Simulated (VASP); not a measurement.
YMn4, 5 atoms in the cell. Symmetry: Pm-3m, No. 221, cubic system. Conventional cell: a = 4.273 Å, b = 4.273 Å, c = 4.273 Å, α = 90.00°, β = 90.00°, γ = 90.00°. Y (site symmetry m-3m) has 20 Mn at 3.02 to 3.70 Å within 4.0 Å. Within 2.8 Å of Mn (site symmetry m-3m) lie 6 Mn at 2.14 Å. Within 2.8 Å of Mn (site symmetry 4/mmm) lie 2 Mn at 2.14 Å. 

```yaml
Program: VASP 6.6.1
Task: single point
Functional: r2SCAN
Potentials_or_basis: VASP PAW PBE potentials, release 64 (Y_sv, Mn_pv)
Cutoff: 520 eV
k_mesh: 8 × 8 × 8
Occupations: fermi-dirac, width 0.1 eV
Spin: no spin polarisation
Dipole_correction: no
Further_INCAR_settings: ALGO = Normal; EDIFF = 1e-06; NBANDS = 40
```

Potentials or basis: VASP PAW PBE potentials, release 64 (Y_sv, Mn_pv).

Launch:

```console
$ cat potpaw_PBE.64/Y_sv/POTCAR potpaw_PBE.64/Mn_pv/POTCAR > POTCAR
$ cp INCAR.step1 INCAR
$ mpirun -np 1 vasp_std > vasp.out
$ cp INCAR.step2 INCAR
$ mpirun -np 1 vasp_std > vasp.out
```

Hardware: 1 thread of AMD EPYC 7R13, on a shared host.

Question: How long does it take, and how much memory?

Answer: Wall time 9.9 min on 1 thread of AMD EPYC 7R13, on a shared host, peak memory 0.23 GiB. Counts: k points 35.
